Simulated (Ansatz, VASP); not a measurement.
## Two plane-wave programs on Ta5F2

```
CELL_PARAMETERS angstrom
3.26097 -0.04169 -0.01963
-0.04169 3.34097 0.01265
-0.06030 0.03887 10.02800
ATOMIC_POSITIONS crystal
Ta 0.50645 0.50768 0.16354
Ta 0.51097 0.51703 0.83590
Ta 0.99105 0.00611 0.00718
Ta 0.99809 0.99281 0.32544
Ta 0.00418 0.98337 0.67038
F 0.99547 0.50977 0.49687
F 0.49379 0.98324 0.50068
```

Change from the starting cell: cell x1, atoms moved at random (sigma 0.05 Å) and cell strained at random (1.5 %), then relaxed without symmetry.

Alike in both runs: task relaxation of cell and atoms; functional PBE; k mesh 6 × 6 × 2; occupations gaussian, width 0.2 eV; no spin polarisation.

|  | VASP | Ansatz |
| --- | --- | --- |
| version | VASP 6.6.1 | Ansatz 0.2.0 |
| potentials or method | VASP PAW PBE potentials, release 64 (Ta_pv, F), cutoff 600 eV | scalar-relativistic, plane waves, PAW |
| valence electrons in the cell | 69 | 79 |

|  | VASP | Ansatz | Ansatz less VASP |
| --- | --- | --- | --- |
| gap on the k mesh at the Fermi level, each at its own relaxed structure (eV) | none | none | - |
| relaxed volume (Å³/atom) | 15.51 | 15.52 | +0.009 |
| relaxed length of the cell vector where the two differ most in proportion (Å) | 3.279 | 3.286 | +0.0068 |

A gap of «none» marks a metal or a gap that the smearing closes. VASP's potentials hold 69 valence electrons a cell and Ansatz's 79, so a difference there can come from the potentials and not from the codes.

Spin-orbit coupling is off throughout.
